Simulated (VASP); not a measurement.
# Ga (Fd-3m) in VASP: a series of runs, part 2 of 2

VASP 6.6.1. Earlier steps stand in the parts before.

## Step 3: Single point, r2SCAN

This run uses another cell than the first one, of 24.92 Å³/atom, 1.032 times its volume.

File POSCAR:

```
Ga
1.0
    0.0000000000      2.9209892955      2.9209892955
    2.9209892955      0.0000000000      2.9209892955
    2.9209892955      2.9209892955      0.0000000000
Ga
2
Direct
    0.0000000000      0.0000000000      0.0000000000
    0.2500000000      0.2500000000      0.2500000000
```

File INCAR.step1:

```
SYSTEM = Ga
  PREC = Accurate
  ENCUT = 520
  ISMEAR = -1
  SIGMA = 0.1
  LREAL = .FALSE.
  LASPH = .TRUE.
  NELM = 100
  NBANDS = 20
  GGA = PE
  ALGO = Normal
  EDIFF = 1E-4
  LWAVE = .TRUE.
  LCHARG = .FALSE.
```

File INCAR.step2:

```
SYSTEM = Ga
  PREC = Accurate
  ENCUT = 520
  EDIFF = 1E-6
  ISMEAR = -1
  SIGMA = 0.1
  LREAL = .FALSE.
  LASPH = .TRUE.
  NELM = 100
  ALGO = Normal
  ISIF = 2
  LWAVE = .FALSE.
  LCHARG = .FALSE.
  METAGGA = R2SCAN
  LMIXTAU = .TRUE.
  NBANDS = 20
  ISTART = 1
```

File KPOINTS:

```
Automatic mesh
0
G
  10 10 10
  0 0 0
```

Potentials or basis: VASP PAW PBE potentials, release 64 (Ga_d).

On the command line:

```bash
> cat potpaw_PBE.64/Ga_d/POTCAR > POTCAR
> cp INCAR.step1 INCAR
> mpirun -np 1 vasp_std > vasp.out
> cp INCAR.step2 INCAR
> mpirun -np 1 vasp_std > vasp.out
```

OUTCAR:

```text
SYSTEM = Ga
   PREC = Accurate
   ENCUT = 520
   EDIFF = 1E-6
   ISMEAR = -1
   LREAL = .FALSE.
   LASPH = .TRUE.
   NELM = 100
   ISIF = 2
   METAGGA = R2SCAN
   ISTART = 1

 ion  position               nearest neighbor table
   1  0.000  0.000  0.000-   2 2.53   2 2.53   2 2.53   2 2.53
   2  0.250  0.250  0.250-   1 2.53   1 2.53   1 2.53   1 2.53

  LATTYP: Found a face centered cubic cell.
 ALAT       =     5.8419785910

  Lattice vectors:

 A1 = (   0.0000000000,   2.9209892955,   2.9209892955)
 A2 = (   2.9209892955,   0.0000000000,   2.9209892955)
 A3 = (   2.9209892955,   2.9209892955,   0.0000000000)

Analysis of symmetry for initial positions (statically):
=====================================================================
 Subroutine PRICEL returns:
 Original cell was already a primitive cell.

 Routine SETGRP: Setting up the symmetry group for a
 face centered cubic supercell.

 Subroutine GETGRP returns: Found 48 space group operations
 (whereof 24 operations were pure point group operations)
 out of a pool of 48 trial point group operations.

The static configuration has the point symmetry T_d .
 The point group associated with its full space group is O_h .

Analysis of symmetry for dynamics (positions and initial velocities):
=====================================================================
 Subroutine PRICEL returns:
 Original cell was already a primitive cell.

 Routine SETGRP: Setting up the symmetry group for a
 face centered cubic supercell.

 Subroutine GETGRP returns: Found 48 space group operations
 (whereof 24 operations were pure point group operations)
 out of a pool of 48 trial point group operations.

The dynamic configuration has the point symmetry T_d .
 The point group associated with its full space group is O_h .

 Subroutine INISYM returns: Found 48 space group operations
 (whereof 24 operations are pure point group operations),
 and found     1 'primitive' translations

----------------------------------------------------------------------------------------

                                     Primitive cell

  volume of cell :      49.8448

  direct lattice vectors                    reciprocal lattice vectors
     0.000000000  2.920989296  2.920989296    -0.171174883  0.171174883  0.171174883
     2.920989296  0.000000000  2.920989296     0.171174883 -0.171174883  0.171174883
     2.920989296  2.920989296  0.000000000     0.171174883  0.171174883 -0.171174883

  length of vectors
     4.130902677  4.130902677  4.130902677     0.296483594  0.296483594  0.296483594

  position of ions in fractional coordinates (direct lattice)
     0.000000000  0.000000000  0.000000000
     0.250000000  0.250000000  0.250000000

  ion indices of the primitive-cell ions
   primitive index   ion index
                 1           1
                 2           2

----------------------------------------------------------------------------------------

 KPOINTS: Automatic mesh

Automatic generation of k-mesh.
 Grid dimensions read from file:
 generate k-points for:   10   10   10

 Generating k-lattice:

  Cartesian coordinates                     Fractional coordinates (reciprocal lattice)
    -0.017117488  0.017117488  0.017117488     0.100000000  0.000000000  0.000000000
     0.017117488 -0.017117488  0.017117488     0.000000000  0.100000000  0.000000000
     0.017117488  0.017117488 -0.017117488     0.000000000  0.000000000  0.100000000

  Length of vectors
     0.029648359  0.029648359  0.029648359

  Shift w.r.t. Gamma in fractional coordinates (k-lattice)
     0.000000000  0.000000000  0.000000000

 Subroutine IBZKPT returns following result:
 ===========================================

 Found     47 irreducible k-points:

 Following reciprocal coordinates:
            Coordinates               Weight
  0.000000  0.000000  0.000000      1.000000
  0.100000  0.000000  0.000000      8.000000
  0.200000  0.000000  0.000000      8.000000
  0.300000  0.000000  0.000000      8.000000
  0.400000  0.000000  0.000000      8.000000
  0.500000  0.000000  0.000000      4.000000
[... 16 lines left out ...]
  0.300000  0.300000  0.000000      6.000000
  0.400000  0.300000  0.000000     24.000000
 [... further k-points ...]
   k-points           NKPTS =     47   k-points in BZ     NKDIM =     47   number of bands    NBANDS=     20
   number of dos      NEDOS =    301   number of ions     NIONS =      2
   total plane-waves  NPLWV =  32768
   dimension x,y,z NGX =    32 NGY =   32 NGZ =   32
   dimension x,y,z NGXF=    64 NGYF=   64 NGZF=   64
   ions per type =               2
   NGX,Y,Z   is equivalent  to a cutoff of  12.88, 12.88, 12.88 a.u.
   NGXF,Y,Z  is equivalent  to a cutoff of  25.76, 25.76, 25.76 a.u.
 SYSTEM =  Ga
   PREC   = accura    normal or accurate (medium, high low for compatibility)
   ISTART =      1    job   : 0-new  1-cont  2-samecut
   ICHARG =      0    charge: 1-file 2-atom 10-const
   ISPIN  =      1    spin polarized calculation?
   LNONCOLLINEAR =      F non collinear calculations
   LSORBIT =      F    spin-orbit coupling
   LASPH  =      T    aspherical Exc in radial PAW
   ENCUT  =  520.0 eV  38.22 Ry    6.18 a.u.   7.68  7.68  7.68*2*pi/ulx,y,z
   NELM   =    100;   NELMIN=  2; NELMDL=  0     # of ELM steps
   EDIFF  = 0.1E-05   stopping-criterion for ELM
   LREAL  =      F    real-space projection
   EDIFFG = 0.1E-04   stopping-criterion for IOM
   NSW    =      0    number of steps for IOM
   IBRION =     -1    ionic relax: 0-MD 1-quasi-New 2-CG
   NFREE  =      0    steps in history (QN), initial steepest desc. (CG)
   ISIF   =      2    stress and relaxation
   ISYM   =      2    0-nonsym 1-usesym 2-fastsym
   POTIM  = 0.5000    time-step for ionic-motion
   TEBEG  =    0.0;   TEEND  =   0.0 temperature during run
   PSTRESS=    0.0 pullay stress
   NELECT =      26.0000    total number of electrons
   NUPDOWN=      -1.0000    fix difference up-down
   EMIN   =  10.00;   EMAX   =-10.00  energy-range for DOS
   EFERMI =   0.00;   METHOD = LEGACY
   ISMEAR =    -1;   SIGMA  =   0.10  broadening in eV -4-tet -1-fermi 0-gaus
   EFERMI_NEDOS =   21; number of points for ismear=-14 and -15
   IALGO  =     38    algorithm
   IMIX   =      4    mixing-type and parameters
     AMIX     =   0.40;   BMIX     =  1.00
     AMIX_MAG =   1.60;   BMIX_MAG =  1.00
  volume/ion in A,a.u.               =      24.92       168.18
  Fermi-wavevector in a.u.,A,eV,Ry     =   1.317830  2.490337 23.628902  1.736675
  Thomas-Fermi vector in A             =   2.447843
   LORBIT       =      0    0 simple, 1 ext, 2 COOP (PROOUT), +10 PAW based schemes
   METAGGA = R2SCAN    functional components
   LHFCALC =     F    Hartree Fock is set to
   AEXX    =    0.0000 exact exchange contribution
   IVDW    =     0    specifies the selected vdW correction
   LEPSILON=     F    determine dielectric tensor
   LRPA    =     F    only Hartree local field effects (RPA)
 non-spin polarized calculation
  energy-cutoff  :      520.00
  volume of cell :       49.84
 maximum number of plane-waves:      1363
   NGX = 15   NGY = 15   NGZ = 15

 number of electron      25.9999989 magnetization

 Free energy of the ion-electron system (eV)
  ---------------------------------------------------
  ext. energy  EPLUGINS =         0.00000000
  ---------------------------------------------------
  free energy    TOTEN  =       -22.27063718 eV

  energy without entropy =      -22.23167446  energy(sigma->0) =      -22.25115582

 E-fermi :   2.5074     XC(G=0): -10.2079

 val. band max:        2.4922230205   @ k =   0.5000   0.3000   0.1000
 cond. band min:       2.6840496092   @ k =   0.3000   0.3000   0.0000
 fundamental gap:      0.1918265887
 Fermi energy:         2.5073570583

 k-point     1 :       0.0000    0.0000    0.0000
  band No.  band energies     occupation
      1     -12.7208      2.00000
      2     -12.7208      2.00000
      3     -12.7208      2.00000
      4     -12.6768      2.00000
      5     -12.6768      2.00000
      6     -12.3494      2.00000
[... 12 lines left out ...]
     19      11.0177      0.00000
     20      14.1337      0.00000

 k-point     2 :       0.1000    0.0000    0.0000
  band No.  band energies     occupation
      1     -12.7317      2.00000
      2     -12.7316      2.00000
      3     -12.7188      2.00000
      4     -12.6615      2.00000
      5     -12.6615      2.00000
      6     -12.3556      2.00000
[... 498 lines left out ...]
 k-point    24 :       0.4000    0.3000    0.0000
  band No.  band energies     occupation
      1     -12.7696      2.00000
      2     -12.7550      2.00000
      3     -12.7149      2.00000
      4     -12.5656      2.00000
      5     -12.5581      2.00000
      6     -12.4985      2.00000
[... 12 lines left out ...]
     19      15.2937      0.00000
     20      16.4854      0.00000

 [... further k-points ...]
[... 5 lines left out ...]
  --------------------------------------------------------------------------------------
  -------------------------------------------------------------------------------------
  Total       -0.4142568     -0.4142568     -0.4142568      0.0000000     -0.0000000      0.0000000
  in kB      -13.3155886    -13.3155886    -13.3155886      0.0000000     -0.0000000      0.0000000
  external PRESSURE =     -13.3155886 kB  Pullay stress =       0.0000000 kB

 VOLUME and BASIS-vectors are now :
 -----------------------------------------------------------------------------
  energy-cutoff  :      520.00
  volume of cell :       49.84
      direct lattice vectors                 reciprocal lattice vectors
     0.000000000  2.920989296  2.920989296    -0.171174883  0.171174883  0.171174883
     2.920989296  0.000000000  2.920989296     0.171174883 -0.171174883  0.171174883
     2.920989296  2.920989296  0.000000000     0.171174883  0.171174883 -0.171174883

 POSITION                                       TOTAL-FORCE (eV/Angst)
 -----------------------------------------------------------------------------------
      0.00000      0.00000      0.00000        -0.000000     -0.000000     -0.000000
      1.46049      1.46049      1.46049         0.000000      0.000000      0.000000
 -----------------------------------------------------------------------------------
    total drift:                               -0.000000      0.000000      0.000000

  FREE ENERGIE OF THE ION-ELECTRON SYSTEM (eV)
  ---------------------------------------------------
  free  energy   TOTEN  =       -22.2706371782 eV

  energy  without entropy=      -22.2316744603  energy(sigma->0) =      -22.25115582
```

Run time: 68 s. Hardware: 1 thread of Intel Xeon 6975P-C (Granite Rapids), shared host; peak memory 0.2 GiB.

Results:

```
Free energy            : -22.2706 eV
Pressure               : -1.3 GPa
Band gap on the k mesh : zero (band 13 reaches 5.41 eV, above the bottom of band 14 at 1.06 eV)
```

Levels at points of the mesh, in eV from the Fermi level:
| k point | band 11 | band 12 | band 13 | band 14 | band 15 | band 16 |
| --- | --- | --- | --- | --- | --- | --- |
| (0.00, 0.00, 0.00) | -9.83 | 2.90 | 2.90 | 2.90 | 4.12 | 5.06 |
| (0.50, 0.00, 0.00) | -7.52 | -4.83 | 1.32 | 1.32 | 3.37 | 6.11 |
| (0.50, 0.50, 0.00) | -5.73 | -5.73 | -0.55 | -0.55 | 3.12 | 3.12 |

Caveat: the PAW data sets were made with another functional, which shifts forces and pressure a little.
